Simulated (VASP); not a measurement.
Ga:

```xyz
2
Lattice="2.7409 0.0000 0.0000 0.0000 3.2373 0.0000 -1.3253 0.0000 3.9363" Properties=species:S:1:pos:R:3 pbc="T T T"
Ga   -0.6518    2.4279    3.0316
Ga    2.0674    0.8093    0.9047
```

Base run:

* Program: VASP 6.6.1
* Functional: r2SCAN
* Potentials or basis: VASP PAW PBE potentials, release 64 (Ga_d)
* Cutoff: 520 eV
* k mesh: 10 × 8 × 7
* Occupations: fermi-dirac, width 0.05 eV
* Spin: no spin polarisation

Its results: band gap on the k mesh zero (band 13 reaches 10.62 eV, above the bottom of band 14 at 1.61 eV); pressure 2.6 GPa; largest force 0.077 eV/Å.

**Question.** The run is repeated on the same cell with these changes: functional from r2SCAN to LDA; potentials or basis from VASP PAW PBE potentials, release 64 (Ga_d) to VASP PAW LDA potentials, release 64 (Ga_d). What comes out?

**Answer.** Band gap on the k mesh zero (band 13 reaches 10.25 eV, above the bottom of band 14 at 1.70 eV); pressure -0.4 GPa; largest force 0.081 eV/Å.

Caveats: the PAW data sets were made with another functional, which shifts forces and pressure a little (some runs).
